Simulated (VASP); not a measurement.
# Si in VASP: single point with PBE

Aim: the single point of Si with PBE.

All numbers are computed with VASP 6.6.1; they aren't measurements. Logs are shortened: lines on timing, memory, paths and dates and some standing lists are left out, and cuts for length are marked.

### 1 The cell of the first run

The cell holds a slab with vacuum, 6 atoms: a = 3.868 Å, b = 3.868 Å, c = 28.142 Å, α = 90.00°, β = 90.00°, γ = 120.00°.

### 2 Single point, PBE

INCAR reads:

```
SYSTEM = Si
PREC = Accurate
ENCUT = 520
EDIFF = 1E-6
ISMEAR = 0
SIGMA = 0.1
LREAL = .FALSE.
LASPH = .TRUE.
NELM = 60
ALGO = Normal
ISIF = 2
LWAVE = .FALSE.
LCHARG = .TRUE.
LDIPOL = .TRUE.
IDIPOL = 3
DIPOL = 0.5 0.5 0.386
GGA = PE
LELF = .TRUE.
LVHAR = .TRUE.
LVACPOTAV = .TRUE.
NBANDS = 21
```

KPOINTS reads:

```
Automatic mesh
0
G
  9 9 1
  0 0 0
```

POSCAR reads:

```
Si
1.0
    3.8677060746      0.0000000000      0.0000000000
   -1.9338530373      3.3495317150      0.0000000000
    0.0000000000      0.0000000000     28.1417730749
Si
6
Direct
    0.3817373298      0.6182626702      0.2630789460
    0.0481182361     -0.0481182361      0.2862138002
    0.0508898306     -0.0508898306      0.3709315029
    0.7173940351      0.2826059649      0.3980145884
    0.7189952341      0.2810047659      0.4828372344
    0.3894873042      0.6105126958      0.5145074843
```

Potentials or basis: VASP PAW PBE potentials, release 64 (Si).

Run with:

```console
cat potpaw_PBE.64/Si/POTCAR > POTCAR
mpirun -np 1 vasp_std > vasp.out
```

OUTCAR:

```text
SYSTEM = Si
   PREC = Accurate
   ENCUT = 520
   EDIFF = 1E-6
   ISMEAR = 0
   LREAL = .FALSE.
   LASPH = .TRUE.
   NELM = 60
   ISIF = 2
   GGA = PE

 ion  position               nearest neighbor table
   1  0.382  0.618  0.263-   2 2.33   2 2.33   2 2.33
   2  0.048  0.952  0.286-   1 2.33   1 2.33   1 2.33   3 2.38
   3  0.051  0.949  0.371-   4 2.36   4 2.36   4 2.36   2 2.38
   4  0.717  0.283  0.398-   3 2.36   3 2.36   3 2.36   5 2.39
   5  0.719  0.281  0.483-   6 2.38   4 2.39   6 2.42   6 2.42
   6  0.389  0.611  0.515-   5 2.38   5 2.42   5 2.42

  LATTYP: Found a hexagonal cell.
 ALAT       =     3.8677060746
 C/A-ratio  =     7.2760888579

  Lattice vectors:

 A1 = (   3.8677060746,   0.0000000000,   0.0000000000)
 A2 = (  -1.9338530373,   3.3495317150,   0.0000000000)
 A3 = (   0.0000000000,   0.0000000000,  28.1417730749)

Analysis of symmetry for initial positions (statically):
=====================================================================
 Subroutine PRICEL returns:
 Original cell was already a primitive cell.

 Routine SETGRP: Setting up the symmetry group for a
 hexagonal supercell.

 Subroutine GETGRP returns: Found  2 space group operations
 (whereof  2 operations were pure point group operations)
 out of a pool of 24 trial point group operations.

The static configuration has the point symmetry C_1h.

Analysis of symmetry for dynamics (positions and initial velocities):
=====================================================================
 Subroutine PRICEL returns:
 Original cell was already a primitive cell.

 Routine SETGRP: Setting up the symmetry group for a
 hexagonal supercell.

 Subroutine GETGRP returns: Found  2 space group operations
 (whereof  2 operations were pure point group operations)
 out of a pool of 24 trial point group operations.

The dynamic configuration has the point symmetry C_1h.

 Subroutine INISYM returns: Found  2 space group operations
 (whereof  2 operations are pure point group operations),
 and found     1 'primitive' translations

----------------------------------------------------------------------------------------

                                     Primitive cell

  volume of cell :     364.5768

[... 93 lines left out ...]
   ENCUT  =  520.0 eV  38.22 Ry    6.18 a.u.   7.19  7.19 52.33*2*pi/ulx,y,z
   NELM   =     60;   NELMIN=  2; NELMDL= -5     # of ELM steps
   EDIFF  = 0.1E-05   stopping-criterion for ELM
   LREAL  =      F    real-space projection
   EDIFFG = 0.1E-04   stopping-criterion for IOM
   NSW    =      0    number of steps for IOM
   IBRION =     -1    ionic relax: 0-MD 1-quasi-New 2-CG
   NFREE  =      0    steps in history (QN), initial steepest desc. (CG)
   ISIF   =      2    stress and relaxation
   ISYM   =      2    0-nonsym 1-usesym 2-fastsym
   POTIM  = 0.5000    time-step for ionic-motion
   TEBEG  =    0.0;   TEEND  =   0.0 temperature during run
   PSTRESS=    0.0 pullay stress
   NELECT =      24.0000    total number of electrons
   NUPDOWN=      -1.0000    fix difference up-down
   EMIN   =  10.00;   EMAX   =-10.00  energy-range for DOS
   EFERMI =   0.00;   METHOD = LEGACY
   ISMEAR =     0;   SIGMA  =   0.10  broadening in eV -4-tet -1-fermi 0-gaus
   EFERMI_NEDOS =   21; number of points for ismear=-14 and -15
   IALGO  =     38    algorithm
   IMIX   =      4    mixing-type and parameters
     AMIX     =   0.40;   BMIX     =  1.00
     AMIX_MAG =   1.60;   BMIX_MAG =  1.00
  volume/ion in A,a.u.               =      60.76       410.05
  Fermi-wavevector in a.u.,A,eV,Ry     =   0.661021  1.249149  5.945058  0.436949
  Thomas-Fermi vector in A             =   1.733651
   LORBIT       =      0    0 simple, 1 ext, 2 COOP (PROOUT), +10 PAW based schemes
   GGA     = PE    functional components
   LHFCALC =     F    Hartree Fock is set to
   AEXX    =    0.0000 exact exchange contribution
   IVDW    =     0    specifies the selected vdW correction
   LEPSILON=     F    determine dielectric tensor
   LRPA    =     F    only Hartree local field effects (RPA)
 non-spin polarized calculation
 Gauss-broadening in eV      SIGMA  =   0.10
  energy-cutoff  :      520.00
  volume of cell :      364.58
 maximum number of plane-waves:      9861
 NGX is ok and might be reduce to    30
   NGX = 15   NGY = 15   NGZ =105

 dipolmoment           0.000000      0.000000     -0.079891 electrons x Angstroem

 number of electron      24.0000001 magnetization

 dipolmoment           0.000000      0.000000      0.021892 electrons x Angstroem

 Free energy of the ion-electron system (eV)
  ---------------------------------------------------
  ext. energy  EPLUGINS =         0.00000000
  ---------------------------------------------------
  free energy    TOTEN  =       -30.05126604 eV

  energy without entropy =      -30.02876235  energy(sigma->0) =      -30.04001419

 E-fermi :  -1.3567     XC(G=0):  -3.7148

 val. band max:       -1.3574678802   @ k =  -0.2222   0.4444   0.0000
 cond. band min:      -1.3543666878   @ k =   0.2222   0.2222   0.0000
 fundamental gap:      0.0031011924
 Fermi energy:        -1.3567103938

 k-point     1 :       0.0000    0.0000    0.0000
  band No.  band energies     occupation
      1     -12.9837      2.00000
      2     -12.0656      2.00000
      3     -11.1428      2.00000
      4      -7.1759      2.00000
      5      -4.9224      2.00000
      6      -2.5370      2.00000
[... 565 lines left out ...]
     20       3.8018      0.00000
     21       4.2301      0.00000

 [... further k-points ...]
[... 5 lines left out ...]
  --------------------------------------------------------------------------------------
  -------------------------------------------------------------------------------------
  Total       -0.7989749     -0.9559759      0.2642163     -0.1359668      0.0881841     -0.1527393
  in kB       -3.5111932     -4.2011531      1.1611310     -0.5975228      0.3875357     -0.6712315
  external PRESSURE =      -2.1837384 kB  Pullay stress =       0.0000000 kB

 VOLUME and BASIS-vectors are now :
 -----------------------------------------------------------------------------
  energy-cutoff  :      520.00
  volume of cell :      364.58
      direct lattice vectors                 reciprocal lattice vectors
     3.867706075  0.000000000  0.000000000     0.258551188  0.149274598  0.000000000
    -1.933853037  3.349531715  0.000000000     0.000000000  0.298549196  0.000000000
     0.000000000  0.000000000 28.141773075     0.000000000  0.000000000  0.035534364

 POSITION                                       TOTAL-FORCE (eV/Angst)
 -----------------------------------------------------------------------------------
      0.28082      2.07089      7.40351        -0.025231      0.014567     -0.118513
     -1.65469      3.18836      8.05456         0.029669     -0.017130     -0.197392
     -1.63861      3.17907     10.43867        -0.015029      0.008677      0.250474
      2.22815      0.94660     11.20084         0.014455     -0.008346     -0.016842
      2.23744      0.94123     13.58790         0.173169     -0.099979      0.980367
      0.32578      2.04493     14.47915        -0.177033      0.102210     -0.898095
 -----------------------------------------------------------------------------------
    total drift:                                0.000016     -0.000009     -0.000070

  FREE ENERGIE OF THE ION-ELECTRON SYSTEM (eV)
  ---------------------------------------------------
  free  energy   TOTEN  =       -30.0512660389 eV

  energy  without entropy=      -30.0287623468  energy(sigma->0) =      -30.04001419

 vacuum level on the upper side and lower side of the slab         3.669         3.363
```

OSZICAR:

```text
N       E                     dE             d eps       ncg     rms          rms(c)
DAV:   1     0.109801385323E+03    0.10980E+03   -0.74584E+03  1050   0.804E+02
DAV:   2    -0.211226343959E+02   -0.13092E+03   -0.12761E+03  1508   0.143E+02
DAV:   3    -0.304212121343E+02   -0.92986E+01   -0.91657E+01  1276   0.392E+01
[... 25 lines left out ...]
DAV:  29    -0.300512462309E+02   -0.12189E-04   -0.43395E-07  1184   0.311E-03    0.324E-03
DAV:  30    -0.300512597382E+02   -0.13507E-04   -0.76096E-07  1103   0.203E-03    0.146E-03
DAV:  31    -0.300512633261E+02   -0.35879E-05   -0.11763E-06  1008   0.191E-03    0.153E-03
DAV:  32    -0.300512651456E+02   -0.18195E-05   -0.82329E-08   920   0.831E-04    0.113E-03
DAV:  33    -0.300512660389E+02   -0.89336E-06   -0.89864E-08   902   0.687E-04
   1 F= -.30051266E+02 E0= -.30040014E+02  d E =-.225037E-01
```

Wall time 4.8 min (1 thread of AMD EPYC 9R45 (Zen 5), shared host); peak memory 0.48 GiB.

What came out:

```yaml
Free_energy: -30.0513 eV
Largest_force: 1.001 eV/Å
Band_gap_on_the_k_mesh: zero (band 12 reaches -1.20 eV, above the bottom of band 13 at -1.38 eV)
```

Forces on the atoms (eV/Å):
```
Si  -0.025  0.015 -0.119
Si   0.030 -0.017 -0.197
Si  -0.015  0.009  0.250
Si   0.014 -0.008 -0.017
Si   0.173 -0.100  0.980
Si  -0.177  0.102 -0.898
```

Levels at points of the mesh, in eV from the Fermi level:
| k point | band 9 | band 10 | band 11 | band 12 | band 13 | band 14 | band 15 | band 16 |
| --- | --- | --- | --- | --- | --- | --- | --- | --- |
| (0.00, 0.00, 0.00) | -0.64 | -0.63 | 0.03 | 0.15 | 0.88 | 1.60 | 2.39 | 2.92 |
